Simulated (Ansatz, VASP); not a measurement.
**Bi2Se3 in VASP and in Ansatz**

```
Bi Se
1.0
     2.07033    1.19530    9.51128
    -2.07033    1.19530    9.51128
     0.00000   -2.39061    9.51128
Bi Se
2 3
Direct
  0.40078 0.40078 0.40078
  0.59922 0.59922 0.59922
  0.00000 0.00000 0.00000
  0.21070 0.21070 0.21070
  0.78930 0.78930 0.78930
```

Alike in both runs: functional PBE; dispersion D3(BJ); k mesh 12 × 12 × 12; occupations gaussian, width 0.01 eV; no spin polarisation.

Ansatz relaxed the structure, and its values are those at the end. VASP's run is a single point on that final structure, the one shown.

|  | VASP | Ansatz |
| --- | --- | --- |
| version | VASP 6.6.1 | Ansatz 0.2.0 |
| potentials or method | VASP PAW PBE potentials, release 64 (Bi_d, Se), cutoff 520 eV | scalar-relativistic, plane waves, PAW |
| valence electrons in the cell | 48 | 78 |

Ansatz gave:

- gap on the k mesh at the Fermi level (eV): 0.17
- least direct gap on the mesh (eV): 0.17
- pressure (GPa): 0.0
- rms of the force components (eV/Å): 0.001

Q: What did VASP give for the same quantities?

A: gap on the k mesh at the Fermi level (eV): 0.17; least direct gap on the mesh (eV): 0.17; pressure (GPa): 0.0; rms of the force components (eV/Å): 0.005.

VASP's potentials hold 48 valence electrons a cell and Ansatz's 78, so a difference there can come from the potentials and not from the codes.

Neither program's run includes spin-orbit coupling.
